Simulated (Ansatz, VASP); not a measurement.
## One calculation of CdO, two programs

File POSCAR:

```
CdO
1.0
    0.0000000000      2.3096702716      2.3096702716
    2.3096702716      0.0000000000      2.3096702716
    2.3096702716      2.3096702716      0.0000000000
Cd O
1 1
Direct
    0.0000000000      0.0000000000      0.0000000000
    0.5000000000      0.5000000000      0.5000000000
```

INCAR.step1

```
ALGO = Normal ; EDIFF = 1E-5
ENCUT = 660 ; GGA = PE
GGA_COMPAT = F ; ISMEAR = 0
LASPH = T ; LCHARG = F
LREAL = F ; LWAVE = T
NBANDS = 16 ; NELM = 120
PREC = Accurate ; SIGMA = 0.01
```

The input INCAR.step2:

```
ALGO = Normal ; EDIFF = 1E-6
ENCUT = 660 ; GGA_COMPAT = F
ISIF = 2 ; ISMEAR = 0
ISTART = 1 ; LASPH = T
LCHARG = T ; LELF = T
LMIXTAU = T ; LREAL = F
LVHAR = T ; LWAVE = F
METAGGA = R2SCAN ; NBANDS = 16
NELM = 120 ; PREC = Accurate
SIGMA = 0.01
```

KPOINTS

```
k-points
0
Gamma
  8 8 8
```

Input for Ansatz:

```yaml
crystal:
  lattice:
    - [0.0, 2.309670271568917, 2.309670271568917]
    - [2.309670271568917, 0.0, 2.309670271568917]
    - [2.309670271568917, 2.309670271568917, 0.0]
  atoms:
    - { symbol: Cd, position: [0.0, 0.0, 0.0] }
    - { symbol: O, position: [0.5, 0.5, 0.5] }
basis:
  ecutwfc: 530.0
kpoints:
  mp_grid:
    grid: [8, 8, 8]
hamiltonian:
  xc: r2scan
scf:
  occupations:
    method: fixed
output:
  stress: true
```

Alike in both runs: task single point; functional r2SCAN; k mesh 8 × 8 × 8; no spin polarisation.

|  | VASP | Ansatz |
| --- | --- | --- |
| version | VASP 6.6.1 | Ansatz 0.2.0 |
| potentials or method | VASP PAW PBE potentials, release 64 (Cd, O), cutoff 660 eV | plane waves, PAW |
| occupations | gaussian, width 0.01 eV | fixed |
| valence electrons in the cell | 18 | 26 |

|  | VASP | Ansatz | Ansatz less VASP |
| --- | --- | --- | --- |
| pressure (GPa) | 11.5 | 9.4 | -2.07 |

VASP's potentials were made for PBE, not for r2SCAN. VASP's potentials hold 18 valence electrons a cell and Ansatz's 26, so a difference there can come from the potentials and not from the codes.
